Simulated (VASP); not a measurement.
# BAs (F-43m) in VASP: dielectric tensor with LDA

Aim: the dielectric tensor of BAs with LDA.

Everything below comes from runs of VASP 6.6.1. Logs are shortened: lines on timing, memory, paths and dates and some standing lists are left out, and cuts for length are marked.

### 1 The cell of the first run

Symmetry: F-43m, No. 216, cubic system. The conventional cell has a = 4.777 Å, b = 4.777 Å, c = 4.777 Å, α = 90.00°, β = 90.00°, γ = 90.00°. Within 2.7 Å of B (site symmetry -43m) lie 4 As at 2.07 Å. Within 2.7 Å of As (site symmetry -43m) lie 4 B at 2.07 Å.

### 2 Dielectric tensor, LDA

File INCAR:

```
ALGO = Normal ; EDIFF = 1E-8
ENCUT = 520 ; GGA = CA
ISIF = 2 ; ISMEAR = 0
LASPH = T ; LCHARG = F
LEPSILON = T ; LREAL = F
LWAVE = F ; NELM = 100
PREC = Accurate ; SIGMA = 0.01
```

File KPOINTS:

```
k-points
0
Gamma
  7 7 7
```

File POSCAR:

```
BAs
1.0
    3.3778490000      0.0000000000      0.0000000000
    1.6889245000      2.9253030441      0.0000000000
    1.6889245000      0.9751010147      2.7580021594
B As
1 1
Direct
    0.0000000000      0.0000000000      0.0000000000
    0.2500000000      0.2500000000      0.2500000000
```

Potentials or basis: VASP PAW LDA potentials, release 64 (B, As).

Launch:

```
$ cat potpaw_LDA.64/B/POTCAR potpaw_LDA.64/As/POTCAR > POTCAR
$ mpirun -np 1 vasp_std > vasp.out
```

OUTCAR:

```text
EDIFF = 1E-8
   ENCUT = 520
   GGA = CA
   ISIF = 2
   ISMEAR = 0
   LASPH = T
   LEPSILON = T
   LREAL = F
   NELM = 100
   PREC = Accurate

 ion  position               nearest neighbor table
   1  0.000  0.000  0.000-   2 2.07   2 2.07   2 2.07   2 2.07
   2  0.250  0.250  0.250-   1 2.07   1 2.07   1 2.07   1 2.07

  LATTYP: Found a face centered cubic cell.
 ALAT       =     4.7769998674

  Lattice vectors:

 A1 = (   3.3778490000,   0.0000000000,   0.0000000000)
 A2 = (   1.6889245000,   2.9253030441,   0.0000000000)
 A3 = (   1.6889245000,   0.9751010147,   2.7580021594)

Analysis of symmetry for initial positions (statically):
[... 5 lines left out ...]
 face centered cubic supercell.

 Subroutine GETGRP returns: Found 24 space group operations
 (whereof 24 operations were pure point group operations)
 out of a pool of 48 trial point group operations.

The static configuration has the point symmetry T_d .

Analysis of symmetry for dynamics (positions and initial velocities):
[... 5 lines left out ...]
 face centered cubic supercell.

 Subroutine GETGRP returns: Found 24 space group operations
 (whereof 24 operations were pure point group operations)
 out of a pool of 48 trial point group operations.

The dynamic configuration has the point symmetry T_d .

 Subroutine INISYM returns: Found 24 space group operations
 (whereof 24 operations are pure point group operations),
 and found     1 'primitive' translations

----------------------------------------------------------------------------------------

                                     Primitive cell

  volume of cell :      27.2525

  direct lattice vectors                    reciprocal lattice vectors
     3.377849000  0.000000000  0.000000000     0.296046389 -0.170922463 -0.120860432
     1.688924500  2.925303044  0.000000000     0.000000000  0.341844925 -0.120860432
     1.688924500  0.975101015  2.758002159     0.000000000  0.000000000  0.362581297

  length of vectors
     3.377849000  3.377849000  3.377849000     0.362581297  0.362581297  0.362581297
[... 356 lines left out ...]
  energy-cutoff  :      520.00
  volume of cell :       27.25
      direct lattice vectors                 reciprocal lattice vectors
     3.377849000  0.000000000  0.000000000     0.296046389 -0.170922463 -0.120860432
     1.688924500  2.925303044  0.000000000     0.000000000  0.341844925 -0.120860432
     1.688924500  0.975101015  2.758002159     0.000000000  0.000000000  0.362581297

 POSITION                                       TOTAL-FORCE (eV/Angst)
 -----------------------------------------------------------------------------------
      0.00000      0.00000      0.00000        -0.000000     -0.000000      0.000000
      1.68892      0.97510      0.68950         0.000000      0.000000     -0.000000
 -----------------------------------------------------------------------------------
    total drift:                               -0.000000     -0.000000     -0.000000

  FREE ENERGIE OF THE ION-ELECTRON SYSTEM (eV)
  ---------------------------------------------------
  free  energy   TOTEN  =       -12.9143648309 eV

  energy  without entropy=      -12.9143648309  energy(sigma->0) =      -12.91436483

 HEAD OF MICROSCOPIC STATIC DIELECTRIC TENSOR (INDEPENDENT PARTICLE, excluding Hartree and local field effects)
 ------------------------------------------------------
          10.972400     0.000000    -0.000000
           0.000000    10.972400    -0.000000
           0.000000    -0.000000    10.972400
 ------------------------------------------------------

 Free energy of the ion-electron system (eV)
  ---------------------------------------------------
  ---------------------------------------------------
  free energy    TOTEN  =        -0.76241599 eV

  energy without entropy =       -0.76241599

------------------------ aborting loop because EDIFF is reached ----------------------------------------

--------------------------------------- Ionic step        2  -------------------------------------------

------------------------ aborting loop because EDIFF is reached ----------------------------------------

--------------------------------------- Ionic step        3  -------------------------------------------

 Free energy of the ion-electron system (eV)
  ---------------------------------------------------
  ---------------------------------------------------
  free energy    TOTEN  =        -0.76241630 eV

  energy without entropy =       -0.76241630

------------------------ aborting loop because EDIFF is reached ----------------------------------------

 PIEZOELECTRIC TENSOR FIELD DIRECTION 3  (e Angst)
 -----------------------------------------------------------------------------
     0.07547  0.00000  0.00000           (  0.05690  0.00000  0.00000)
     0.00000  0.07547  0.00000           (  0.00000  0.05690  0.00000)
     0.00000 -0.00000 -0.15136           (  0.00000  0.00000 -0.11380)

 PIEZOELECTRIC TENSOR FIELD DIRECTION 3  (C/m^2)
 -----------------------------------------------------------------------------
     0.04437  0.00000  0.00000
     0.00000  0.04437  0.00000
     0.00000 -0.00000 -0.08899

 MACROSCOPIC STATIC DIELECTRIC TENSOR (including local field effects in DFT)
 ------------------------------------------------------
          10.520306     0.000000     0.000000
           0.000000    10.520306     0.000000
           0.000000    -0.000000    10.520306
 ------------------------------------------------------

 PIEZOELECTRIC TENSOR (including local field effects)  for field in x, y, z        (e  Angst)
          XX          YY          ZZ          XY          YZ          ZX
  --------------------------------------------------------------------------------
  x     0.00000     0.00000    -0.00000     0.10457     0.00000     0.07395
  y     0.10457    -0.10457    -0.00000     0.00000     0.07395     0.00000
  z     0.07395     0.07395    -0.14789     0.00000    -0.00000    -0.00000

 PIEZOELECTRIC TENSOR (including local field effects)  for field in x, y, z        (C/m^2)
          XX          YY          ZZ          XY          YZ          ZX
  --------------------------------------------------------------------------------
  x     0.00000     0.00000    -0.00000     0.06148     0.00000     0.04347
  y     0.06148    -0.06148    -0.00000     0.00000     0.04347     0.00000
  z     0.04347     0.04347    -0.08695     0.00000    -0.00000    -0.00000

 BORN EFFECTIVE CHARGES (including local field effects) (in |e|, cummulative output)
 ---------------------------------------------------------------------------------
 ion    1
    1    -0.48355    -0.00000    -0.00000
    2    -0.00000    -0.48355    -0.00000
    3    -0.00000     0.00000    -0.48355
 ion    2
    1     0.48355     0.00000     0.00000
    2     0.00000     0.48355     0.00000
    3     0.00000    -0.00000     0.48355
```

It took 50 s on 1 thread of Intel Xeon Platinum 8488C (Sapphire Rapids), shared host; peak memory 0.19 GiB.

Results:

```yaml
Band_gap_on_the_k_mesh: 1.14 eV, indirect (least direct gap 3.25 eV)
Electronic_dielectric_tensor_diagonal: 10.52
Born_charges_mean_of_the_diagonal: B -0.48; As +0.48 e
```

Electronic dielectric tensor:
```
10.52  0.00  0.00
 0.00 10.52  0.00
 0.00  0.00 10.52
```

Born effective charge tensors (e):
atom 1, B
```
-0.48  0.00  0.00
 0.00 -0.48  0.00
 0.00  0.00 -0.48
```
atom 2, As
```
0.48 0.00 0.00
0.00 0.48 0.00
0.00 0.00 0.48
```

A k mesh can miss the band edges. As with any semilocal functional, this LDA gap is likely too small.
